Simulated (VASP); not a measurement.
# Au (Fm-3m) in VASP: further runs

Runs on Au. Level: PBE. Tasks: single point, relaxation of cell and atoms.

Program: VASP 6.6.1. These are calculated values, not measurements. Logs are shortened: lines on timing, memory, paths and dates and some standing lists are left out, and cuts for length are marked.

### Step 1. The cell of the first run

It takes space group Fm-3m (No. 225, cubic). The conventional cell has a = 4.279 Å, b = 4.279 Å, c = 4.279 Å, α = 90.00°, β = 90.00°, γ = 90.00°. Au (site symmetry m-3m) has 12 Au at 3.03 Å within 4.0 Å.

### Step 2. Single point, PBE (volume scaled by 1.09)

Contents of INCAR:

```
SYSTEM = Au
ALGO = Fast
EDIFF = 1E-6
ENCUT = 520
GGA = PE
ISIF = 2
ISMEAR = 0
LASPH = .TRUE.
LCHARG = .FALSE.
LREAL = .FALSE.
LWAVE = .FALSE.
NBANDS = 12
NELM = 100
PREC = Accurate
SIGMA = 0.3
```

Contents of KPOINTS:

```
k-points
0
G
  18 18 18
  0 0 0
```

Contents of POSCAR:

```
Au
1.0
    0.0000000000      2.1397058380      2.1397058380
    2.1397058380      0.0000000000      2.1397058380
    2.1397058380      2.1397058380      0.0000000000
Au
1
Direct
    0.0000000000      0.0000000000      0.0000000000
```

Potentials or basis: VASP PAW PBE potentials, release 64 (Au).

Run with:

```console
$ cat potpaw_PBE.64/Au/POTCAR > POTCAR
$ mpirun -np 1 vasp_std > vasp.out
```

OUTCAR:

```text
SYSTEM = Au
   EDIFF = 1E-6
   ENCUT = 520
   GGA = PE
   ISIF = 2
   ISMEAR = 0
   LASPH = .TRUE.
   LREAL = .FALSE.
   NELM = 100
   PREC = Accurate

 ion  position               nearest neighbor table
   1  0.000  0.000  0.000-

  LATTYP: Found a face centered cubic cell.
 ALAT       =     4.2794116760

  Lattice vectors:

 A1 = (   0.0000000000,   2.1397058380,   2.1397058380)
 A2 = (   2.1397058380,   0.0000000000,   2.1397058380)
 A3 = (   2.1397058380,   2.1397058380,   0.0000000000)

Analysis of symmetry for initial positions (statically):
=====================================================================
 Subroutine PRICEL returns:
 Original cell was already a primitive cell.

 Routine SETGRP: Setting up the symmetry group for a
 face centered cubic supercell.

 Subroutine GETGRP returns: Found 48 space group operations
 (whereof 48 operations were pure point group operations)
 out of a pool of 48 trial point group operations.

The static configuration has the point symmetry O_h .

Analysis of symmetry for dynamics (positions and initial velocities):
=====================================================================
 Subroutine PRICEL returns:
 Original cell was already a primitive cell.

 Routine SETGRP: Setting up the symmetry group for a
 face centered cubic supercell.

 Subroutine GETGRP returns: Found 48 space group operations
 (whereof 48 operations were pure point group operations)
 out of a pool of 48 trial point group operations.

The dynamic configuration has the point symmetry O_h .

 Subroutine INISYM returns: Found 48 space group operations
 (whereof 48 operations are pure point group operations),
 and found     1 'primitive' translations

----------------------------------------------------------------------------------------

                                     Primitive cell

  volume of cell :      19.5926

  direct lattice vectors                    reciprocal lattice vectors
     0.000000000  2.139705838  2.139705838    -0.233676981  0.233676981  0.233676981
     2.139705838  0.000000000  2.139705838     0.233676981 -0.233676981  0.233676981
     2.139705838  2.139705838  0.000000000     0.233676981  0.233676981 -0.233676981

  length of vectors
     3.026001016  3.026001016  3.026001016     0.404740403  0.404740403  0.404740403

  position of ions in fractional coordinates (direct lattice)
     0.000000000  0.000000000  0.000000000

  ion indices of the primitive-cell ions
   primitive index   ion index
                 1           1

----------------------------------------------------------------------------------------

 KPOINTS: k-points

Automatic generation of k-mesh.
 Grid dimensions read from file:
 generate k-points for:   18   18   18

 Generating k-lattice:

  Cartesian coordinates                     Fractional coordinates (reciprocal lattice)
    -0.012982054  0.012982054  0.012982054     0.055555556  0.000000000  0.000000000
     0.012982054 -0.012982054  0.012982054     0.000000000  0.055555556  0.000000000
     0.012982054  0.012982054 -0.012982054     0.000000000  0.000000000  0.055555556

  Length of vectors
     0.022485578  0.022485578  0.022485578

  Shift w.r.t. Gamma in fractional coordinates (k-lattice)
     0.000000000  0.000000000  0.000000000

 Subroutine IBZKPT returns following result:
 ===========================================

 Found    195 irreducible k-points:

 Following reciprocal coordinates:
            Coordinates               Weight
  0.000000  0.000000  0.000000      1.000000
  0.055556  0.000000  0.000000      8.000000
  0.111111  0.000000  0.000000      8.000000
  0.166667  0.000000  0.000000      8.000000
  0.222222  0.000000  0.000000      8.000000
  0.277778  0.000000  0.000000      8.000000
[... 16 lines left out ...]
 -0.277778  0.055556  0.000000     24.000000
 -0.222222  0.055556  0.000000     24.000000
 [... further k-points ...]
   k-points           NKPTS =    195   k-points in BZ     NKDIM =    195   number of bands    NBANDS=     12
   number of dos      NEDOS =    301   number of ions     NIONS =      1
   total plane-waves  NPLWV =  13824
   dimension x,y,z NGX =    24 NGY =   24 NGZ =   24
   dimension x,y,z NGXF=    48 NGYF=   48 NGZF=   48
   ions per type =               1
   NGX,Y,Z   is equivalent  to a cutoff of  13.19, 13.19, 13.19 a.u.
   NGXF,Y,Z  is equivalent  to a cutoff of  26.37, 26.37, 26.37 a.u.
 SYSTEM =  Au
   PREC   = accura    normal or accurate (medium, high low for compatibility)
   ISTART =      0    job   : 0-new  1-cont  2-samecut
   ICHARG =      2    charge: 1-file 2-atom 10-const
   ISPIN  =      1    spin polarized calculation?
   LNONCOLLINEAR =      F non collinear calculations
   LSORBIT =      F    spin-orbit coupling
   LASPH  =      T    aspherical Exc in radial PAW
   ENCUT  =  520.0 eV  38.22 Ry    6.18 a.u.   5.63  5.63  5.63*2*pi/ulx,y,z
   NELM   =    100;   NELMIN=  2; NELMDL= -5     # of ELM steps
   EDIFF  = 0.1E-05   stopping-criterion for ELM
   LREAL  =      F    real-space projection
   EDIFFG = 0.1E-04   stopping-criterion for IOM
   NSW    =      0    number of steps for IOM
   IBRION =     -1    ionic relax: 0-MD 1-quasi-New 2-CG
   NFREE  =      0    steps in history (QN), initial steepest desc. (CG)
   ISIF   =      2    stress and relaxation
   ISYM   =      2    0-nonsym 1-usesym 2-fastsym
   POTIM  = 0.5000    time-step for ionic-motion
   TEBEG  =    0.0;   TEEND  =   0.0 temperature during run
   PSTRESS=    0.0 pullay stress
   NELECT =      11.0000    total number of electrons
   NUPDOWN=      -1.0000    fix difference up-down
   EMIN   =  10.00;   EMAX   =-10.00  energy-range for DOS
   EFERMI =   0.00;   METHOD = LEGACY
   ISMEAR =     0;   SIGMA  =   0.30  broadening in eV -4-tet -1-fermi 0-gaus
   EFERMI_NEDOS =   21; number of points for ismear=-14 and -15
   IALGO  =     68    algorithm
   IMIX   =      4    mixing-type and parameters
     AMIX     =   0.40;   BMIX     =  1.00
     AMIX_MAG =   1.60;   BMIX_MAG =  1.00
  volume/ion in A,a.u.               =      19.59       132.22
  Fermi-wavevector in a.u.,A,eV,Ry     =   1.350543  2.552156 24.816559  1.823966
  Thomas-Fermi vector in A             =   2.478039
   LORBIT       =      0    0 simple, 1 ext, 2 COOP (PROOUT), +10 PAW based schemes
   GGA     = PE    functional components
   LHFCALC =     F    Hartree Fock is set to
   AEXX    =    0.0000 exact exchange contribution
   IVDW    =     0    specifies the selected vdW correction
   LEPSILON=     F    determine dielectric tensor
   LRPA    =     F    only Hartree local field effects (RPA)
 non-spin polarized calculation
 RMM-DIIS sequential band-by-band and
 Gauss-broadening in eV      SIGMA  =   0.30
  energy-cutoff  :      520.00
  volume of cell :       19.59
 maximum number of plane-waves:       544
   NGX = 11   NGY = 11   NGZ = 11

 number of electron      11.0000001 magnetization

 Free energy of the ion-electron system (eV)
  ---------------------------------------------------
  ext. energy  EPLUGINS =         0.00000000
  ---------------------------------------------------
  free energy    TOTEN  =        -3.17465500 eV

  energy without entropy =       -3.16138855  energy(sigma->0) =       -3.16802177

 E-fermi :   7.3006     XC(G=0): -11.8950

 val. band max:        7.2398322597   @ k =   0.5000   0.0556   0.0000
 cond. band min:       7.3052393144   @ k =   0.5000   0.1667   0.0556
 fundamental gap:      0.0654070548
 Fermi energy:         7.3005579098

 k-point     1 :       0.0000    0.0000    0.0000
  band No.  band energies     occupation
      1      -1.1524      2.00000
      2       3.3063      2.00000
      3       3.3063      2.00000
      4       3.3063      2.00000
      5       4.4869      2.00000
      6       4.4869      2.00000
      7      21.9391      0.00000
      8      25.1317      0.00000
      9      25.1317      0.00000
     10      25.1317      0.00000
     11      29.6270      0.00000
     12      32.9265      0.00000

 k-point     2 :       0.0556    0.0000    0.0000
  band No.  band energies     occupation
      1      -1.0572      2.00000
      2       3.2801      2.00000
      3       3.3364      2.00000
      4       3.3364      2.00000
      5       4.4744      2.00000
      6       4.4744      2.00000
      7      22.0243      0.00000
      8      24.4056      0.00000
      9      25.2149      0.00000
     10      25.2149      0.00000
     11      30.0944      0.00000
     12      31.8963      0.00000

 k-point     3 :       0.1111    0.0000    0.0000
  band No.  band energies     occupation
      1      -0.7783      2.00000
      2       3.2140      2.00000
      3       3.4146      2.00000
      4       3.4146      2.00000
      5       4.4499      2.00000
      6       4.4499      2.00000
      7      22.0638      0.00000
      8      23.0394      0.00000
      9      25.4372      0.00000
     10      25.4372      0.00000
     11      29.4504      0.00000
     12      31.3099      0.00000
[... 286 lines left out ...]
 k-point    23 :      -0.2778    0.0556    0.0000
  band No.  band energies     occupation
      1       0.9094      2.00000
      2       3.3828      2.00000
      3       3.5241      2.00000
      4       3.5510      2.00000
      5       4.6496      2.00000
      6       5.0700      2.00000
      7      15.8550      0.00000
      8      22.2488      0.00000
      9      23.9292      0.00000
     10      26.1419      0.00000
     11      27.8742      0.00000
     12      29.0804      0.00000

 k-point    24 :      -0.2222    0.0556    0.0000
  band No.  band energies     occupation
      1       0.4529      2.00000
      2       3.1295      2.00000
      3       3.5566      2.00000
      4       3.5810      2.00000
      5       4.4280      2.00000
      6       4.8028      2.00000
      7      17.9806      0.00000
      8      22.5522      0.00000
      9      24.5309      0.00000
     10      26.9972      0.00000
     11      27.1894      0.00000
     12      28.8598      0.00000

 [... further k-points ...]
[... 5 lines left out ...]
  --------------------------------------------------------------------------------------
  -------------------------------------------------------------------------------------
  Total       -1.1485060     -1.1485060     -1.1485060      0.0000000      0.0000000     -0.0000000
  in kB      -93.9186097    -93.9186097    -93.9186097      0.0000000      0.0000000     -0.0000000
  external PRESSURE =     -93.9186097 kB  Pullay stress =       0.0000000 kB

 VOLUME and BASIS-vectors are now :
 -----------------------------------------------------------------------------
  energy-cutoff  :      520.00
  volume of cell :       19.59
      direct lattice vectors                 reciprocal lattice vectors
     0.000000000  2.139705838  2.139705838    -0.233676981  0.233676981  0.233676981
     2.139705838  0.000000000  2.139705838     0.233676981 -0.233676981  0.233676981
     2.139705838  2.139705838  0.000000000     0.233676981  0.233676981 -0.233676981

 POSITION                                       TOTAL-FORCE (eV/Angst)
 -----------------------------------------------------------------------------------
      0.00000      0.00000      0.00000         0.000000      0.000000      0.000000
 -----------------------------------------------------------------------------------
    total drift:                               -0.000000     -0.000000     -0.000000

  FREE ENERGIE OF THE ION-ELECTRON SYSTEM (eV)
  ---------------------------------------------------
  free  energy   TOTEN  =        -3.1746550015 eV

  energy  without entropy=       -3.1613885456  energy(sigma->0) =       -3.16802177
```

Wall time 19 s (1 thread of Intel Xeon Platinum 8488C (Sapphire Rapids), shared host); peak memory 0.17 GiB.

What came out:

- Free energy: -3.1747 eV
- Pressure: -9.4 GPa

Levels at points of the mesh, in eV from the Fermi level:
```
           k point  band 3  band 4  band 5  band 6  band 7  band 8  band 9  band 10
(0.00, 0.00, 0.00)   -3.99   -3.99   -2.81   -2.81   14.64   17.83   17.83    17.83
(0.50, 0.00, 0.00)   -4.02   -1.88   -1.88   -0.32    2.40   14.06   16.07    16.07
(0.50, 0.50, 0.00)   -1.91   -1.63   -1.63    1.42    4.75    9.62    9.62    15.77
```

Caveat: the cell differs from its parent crystal (volume scaled by 1.09); spin-orbit coupling is left out, which moves the levels of the heavy elements.

### Step 3. Relaxation of cell and atoms, PBE

This run uses another cell than the first one, of 18.08 Å³/atom, 0.923 times its volume.

Contents of INCAR:

```
ALGO     = Normal         # electronic algorithm
EDIFF    = 1E-6           # SCF threshold, eV
EDIFFG   = -0.002         # ionic threshold
ENCUT    = 600            # plane-wave cutoff, eV
GGA      = PE             # functional
IBRION   = 2              # ionic algorithm
ISIF     = 3              # what is computed and relaxed
ISMEAR   = 0              # smearing method
LASPH    = True           # aspherical terms in the spheres
LCHARG   = False          # write CHGCAR
LREAL    = False          # projectors in reciprocal space
LWAVE    = False          # write WAVECAR
NELM     = 60             # most SCF steps
NSW      = 100            # ionic steps
PREC     = Accurate       # precision mode
SIGMA    = 0.3            # smearing width, eV
```

Contents of KPOINTS:

```
k-points
0
Gamma
  18 18 18
```

Contents of POSCAR:

```
Au
1.0
    0.0000000000      2.0830626651      2.0830626651
    2.0830626651      0.0000000000      2.0830626651
    2.0830626651      2.0830626651      0.0000000000
Au
1
Direct
    0.0000000000      0.0000000000      0.0000000000
```

Potentials or basis: VASP PAW PBE potentials, release 64 (Au).

Run with:

```console
$ cat potpaw_PBE.64/Au/POTCAR > POTCAR
$ mpirun -np 1 vasp_std > vasp.out
```

OUTCAR:

```text
EDIFF = 1E-6
   EDIFFG = -0.002
   ENCUT = 600
   GGA = PE
   IBRION = 2
   ISIF = 3
   ISMEAR = 0
   LASPH = True
   LREAL = False
   NELM = 60
   NSW = 100
   PREC = Accurate

 ion  position               nearest neighbor table
   1  0.000  0.000  0.000-

  LATTYP: Found a face centered cubic cell.
 ALAT       =     4.1661253302

  Lattice vectors:

 A1 = (   0.0000000000,   2.0830626651,   2.0830626651)
 A2 = (   2.0830626651,   0.0000000000,   2.0830626651)
 A3 = (   2.0830626651,   2.0830626651,   0.0000000000)

Analysis of symmetry for initial positions (statically):
=====================================================================
 Subroutine PRICEL returns:
 Original cell was already a primitive cell.

 Routine SETGRP: Setting up the symmetry group for a
 face centered cubic supercell.

 Subroutine GETGRP returns: Found 48 space group operations
 (whereof 48 operations were pure point group operations)
 out of a pool of 48 trial point group operations.

The static configuration has the point symmetry O_h .

Analysis of symmetry for dynamics (positions and initial velocities):
=====================================================================
[... 165 lines left out ...]
  Total       -0.1067918     -0.1067918     -0.1067918      0.0000000      0.0000000      0.0000000
  in kB       -9.4648012     -9.4648012     -9.4648012      0.0000000      0.0000000      0.0000000
  external PRESSURE =      -9.4648012 kB  Pullay stress =       0.0000000 kB
[... 92 lines left out ...]
--------------------------------------- Ionic step        4  -------------------------------------------

 number of electron      11.0000002 magnetization

 Free energy of the ion-electron system (eV)
  ---------------------------------------------------
  ext. energy  EPLUGINS =         0.00000000
  ---------------------------------------------------
  free energy    TOTEN  =        -3.22750517 eV

  energy without entropy =       -3.21517576  energy(sigma->0) =       -3.22134047

 E-fermi :   8.6163     XC(G=0): -12.4063

 val. band max:        8.6081778092   @ k =   0.5000   0.1667   0.0556
 cond. band min:       8.6740203466   @ k =   0.5000   0.3333   0.1111
 fundamental gap:      0.0658425374
 Fermi energy:         8.6163242685

 k-point     1 :       0.0000    0.0000    0.0000
  band No.  band energies     occupation
      1      -0.6881      2.00000
      2       4.2054      2.00000
      3       4.2054      2.00000
      4       4.2054      2.00000
      5       5.5859      2.00000
      6       5.5859      2.00000
      7      23.2084      0.00000
      8      26.9075      0.00000
      9      26.9075      0.00000
[... 265 lines left out ...]
 k-point    24 :      -0.2222    0.0556    0.0000
  band No.  band energies     occupation
      1       1.0340      2.00000
      2       3.9757      2.00000
      3       4.4886      2.00000
      4       4.5208      2.00000
      5       5.5065      2.00000
      6       5.9453      2.00000
      7      19.8680      0.00000
      8      24.1216      0.00000
      9      26.6558      0.00000

 [... further k-points ...]
[... 5 lines left out ...]
  --------------------------------------------------------------------------------------
  -------------------------------------------------------------------------------------
  Total       -0.0012736     -0.0012736     -0.0012736      0.0000000      0.0000000     -0.0000000
  in kB       -0.1136530     -0.1136530     -0.1136530      0.0000000      0.0000000     -0.0000000
  external PRESSURE =      -0.1136530 kB  Pullay stress =       0.0000000 kB
[... 16 lines left out ...]
  FREE ENERGIE OF THE ION-ELECTRON SYSTEM (eV)
  ---------------------------------------------------
  free  energy   TOTEN  =        -3.2275051729 eV

  energy  without entropy=       -3.2151757647  energy(sigma->0) =       -3.22134047

 reached required accuracy - stopping structural energy minimisation
```

OSZICAR:

```text
N       E                     dE             d eps       ncg     rms          rms(c)
DAV:   1     0.492461746022E+02    0.49246E+02   -0.62556E+03  3638   0.122E+03
DAV:   2    -0.305262458946E+01   -0.52299E+02   -0.49478E+02  3614   0.213E+02
DAV:   3    -0.348838461035E+01   -0.43576E+00   -0.43499E+00  4124   0.209E+01
[... 24 lines left out ...]
   3 F= -.32275052E+01 E0= -.32213410E+01  d E =-.374904E-03
       N       E                     dE             d eps       ncg     rms          rms(c)
DAV:   1    -0.322750769375E+01   -0.27416E-05   -0.52797E-05  3601   0.819E-02    0.962E-03
DAV:   2    -0.322750532847E+01    0.23653E-05   -0.84699E-06  3328   0.280E-02    0.378E-03
DAV:   3    -0.322750517291E+01    0.15556E-06   -0.45824E-07  1755   0.622E-03
   4 F= -.32275052E+01 E0= -.32213405E+01  d E =-.374912E-03
```

It took 31 s on 1 thread of Intel Xeon Platinum 8488C (Sapphire Rapids), shared host; peak memory 0.17 GiB.

Results:

```yaml
Free_energy: -3.2275 eV
Relaxed_volume: 17.95 Å³/atom
Relaxed_cell: a = 2.939 Å, b = 2.939 Å, c = 2.939 Å, α = 60.00°, β = 60.00°, γ = 60.00°
Space_group_after_relaxing_to_0.05_Å: Fm-3m (No. 225)
Energy_gained_by_relaxing: 0.4 meV/atom
Ionic_steps: 4
Pressure_after_relaxing: 0.0 GPa
```

Step by step:
```tsv
step	energy change (eV)	largest force (eV/Å)	pressure (GPa)	volume (Å³)
1	0.0000	0.0000	-0.95	18.08
2	0.0002	0.0000	1.24	17.80
3	-0.0004	0.0000	0.02	17.95
4	-0.0004	0.0000	-0.01	17.95
```

Final structure:
```cif
data_structure
_symmetry_space_group_name_H-M 'P 1'
_symmetry_Int_Tables_number 1
_cell_length_a 2.9392
_cell_length_b 2.9392
_cell_length_c 2.9392
_cell_angle_alpha 60.000
_cell_angle_beta 60.000
_cell_angle_gamma 60.000
_cell_volume 17.95
loop_
_atom_site_label
_atom_site_type_symbol
_atom_site_fract_x
_atom_site_fract_y
_atom_site_fract_z
_atom_site_occupancy
Au1 Au 0.00000 0.00000 0.00000 1
```

Levels at points of the mesh, in eV from the Fermi level:
```csv
k point,band 2,band 3,band 4,band 5,band 6,band 7,band 8,band 9
"(0.00, 0.00, 0.00)",-4.41,-4.41,-4.41,-3.03,-3.03,14.59,18.29,18.29
"(0.50, 0.00, 0.00)",-4.44,-4.44,-1.94,-1.94,-0.71,2.81,14.03,16.75
"(0.50, 0.50, 0.00)",-6.30,-1.98,-1.64,-1.64,1.18,5.37,9.87,9.87
```

Caveat: spin-orbit coupling is left out, which moves the levels of the heavy elements.

[end of part 1 of 2]
